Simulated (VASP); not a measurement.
## MgS (Niningerite): relaxation of cell and atoms with PBEsol

Crystal: MgS (Niningerite).

```
Mg S
1.0
     0.00000    2.60165    2.60165
     2.60165    0.00000    2.60165
     2.60165    2.60165    0.00000
Mg S
1 1
Direct
  0.00000 0.00000 0.00000
  0.50000 0.50000 0.50000
```

```json
{"Program": "VASP 6.6.1", "Task": "relaxation of cell and atoms", "Functional": "PBEsol", "Potentials or basis": "VASP PAW PBE potentials, release 64 (Mg, S)", "Cutoff": "600 eV", "k mesh": "8 × 8 × 8", "Occupations": "fermi-dirac, width 0.02 eV", "Spin": "no spin polarisation", "Dipole correction": "no", "Further INCAR settings": "ALGO = Normal; EDIFF = 1e-06; IBRION = 2; EDIFFG = -0.01; NSW = 80; ISIF = 3"}
```

| Quantity | Value |
| --- | --- |
| Relaxed volume | 17.36 Å³/atom |
| Relaxed cell | a = 3.662 Å, b = 3.662 Å, c = 3.662 Å, α = 60.00°, β = 60.00°, γ = 60.00° |
| Space group after relaxing (to 0.05 Å) | Fm-3m (No. 225) |
| Energy gained by relaxing | 0.9 meV/atom |
| Ionic steps | 3 |
| Pressure after relaxing | 0.0 GPa |
| Band gap on the k mesh | 2.73 eV, indirect (least direct gap 3.71 eV) |

Step by step:
```
step  energy change (eV)  largest force (eV/Å)  pressure (GPa)  volume (Å³)
   1              0.0000                0.0000           -1.11        35.22
   2             -0.0017                0.0000            0.27        34.60
   3             -0.0018                0.0000            0.00        34.71
```

Final structure:
```xyz
2
Lattice="0.0000 2.5891 2.5891 2.5891 0.0000 2.5891 2.5891 2.5891 0.0000" Properties=species:S:1:pos:R:3 pbc="T T T"
Mg    0.0000    0.0000    0.0000
S     2.5891    2.5891    2.5891
```

Levels at points of the mesh, in eV from the valence-band top:
```csv
k point,band 1,band 2,band 3,band 4,band 5,band 6,band 7,band 8
"(0.00, 0.00, 0.00)",-12.77,0.00,0.00,0.00,3.71,7.84,7.84,7.84
"(0.50, 0.00, 0.00)",-11.40,-4.97,-0.62,-0.62,4.42,6.84,6.84,10.22
"(0.50, 0.50, 0.00)",-11.01,-4.34,-1.74,-1.74,2.73,4.20,12.01,12.86
```

Run time: 10 s on 1 thread of Intel(R) Xeon(R) 6975P-C (Granite Rapids) (shared host), peak memory 0.17 GiB.

Caveat: the PAW data sets were made with another functional, which shifts forces and pressure a little. As with any semilocal functional, this PBEsol gap is likely too small.
